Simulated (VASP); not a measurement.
Here is a VASP 6.6.1 calculation.

Contents of INCAR:

```
SYSTEM = Tl
PREC = Accurate
ENCUT = 520
EDIFF = 1E-6
ISMEAR = -1
SIGMA = 0.08
LREAL = .FALSE.
LASPH = .TRUE.
NELM = 60
ALGO = Normal
ISIF = 2
LWAVE = .FALSE.
LCHARG = .FALSE.
NBANDS = 34
```

Contents of KPOINTS:

```
regular mesh
0
G
  4 4 7
  0 0 0
```

The input POSCAR:

```
Tl
1.0
    0.0000000000      4.9326824660      4.9326824660
    4.9326824660      0.0000000000      4.9326824660
    2.4663412330      2.4663412330      0.0000000000
Tl
4
Direct
    0.0068022826     -0.0026224068      0.0002000940
   -0.0034517730      0.5043360316     -0.0102295253
    0.5007486326     -0.0048608440      0.0084903093
    0.4992258304      0.4975342558      0.0017371887
```

Potentials or basis: VASP PAW LDA potentials, release 64 (Tl_d).

Launch:

```sh
$ cat potpaw_LDA.64/Tl_d/POTCAR > POTCAR
$ mpirun -np 1 vasp_std > vasp.out
```

(1) What does it give for the largest force?

(2) Predict the band gap on the k mesh.

Results:

(1) 0.049 eV/Å.

(2) zero (bands 26 and 27 overlap by 3.54 eV).

Caveat: the cell stands under tension; spin-orbit coupling is left out, which moves the levels of the heavy elements.
